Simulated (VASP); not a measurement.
YZnSi, 3 atoms in the cell. Symmetry: P-6m2, No. 187, hexagonal system. The conventional cell has a = 4.044 Å, b = 4.044 Å, c = 3.992 Å, α = 90.00°, β = 90.00°, γ = 120.00°. Y (site symmetry -6m2) has 6 Zn at 3.07 Å and 6 Si at 3.07 Å and 8 Y at 3.99 to 4.04 Å within 4.1 Å. Si (site symmetry -6m2) has 3 Zn at 2.33 Å and 6 Y at 3.07 Å within 3.1 Å. Within 3.1 Å of Zn (site symmetry -6m2) lie 3 Si at 2.33 Å and 6 Y at 3.07 Å. 

* Program: VASP 6.6.1
* Task: single point
* Functional: PBEsol
* Potentials or basis: VASP PAW PBE potentials, release 64 (Y_sv, Si, Zn)
* Cutoff: 520 eV
* k mesh: 6 × 6 × 4
* Occupations: gaussian, width 0.1 eV
* Spin: no spin polarisation
* Dipole correction: no
* Further INCAR settings: ALGO = Normal; EDIFF = 1e-07; NBANDS = 20

Potentials or basis: VASP PAW PBE potentials, release 64 (Y_sv, Si, Zn).

Run with:

```bash
$ cat potpaw_PBE.64/Y_sv/POTCAR potpaw_PBE.64/Si/POTCAR potpaw_PBE.64/Zn/POTCAR > POTCAR
$ mpirun -np 1 vasp_std > vasp.out
```

Hardware: 1 thread of Intel Xeon 8259CL, with other jobs on the host.

Problem. Estimate the wall time of this run.

Solution. It took 45 s on 1 thread of Intel Xeon 8259CL (shared host), peak memory 0.2 GiB. Counts: scf iterations 15, k points 21.
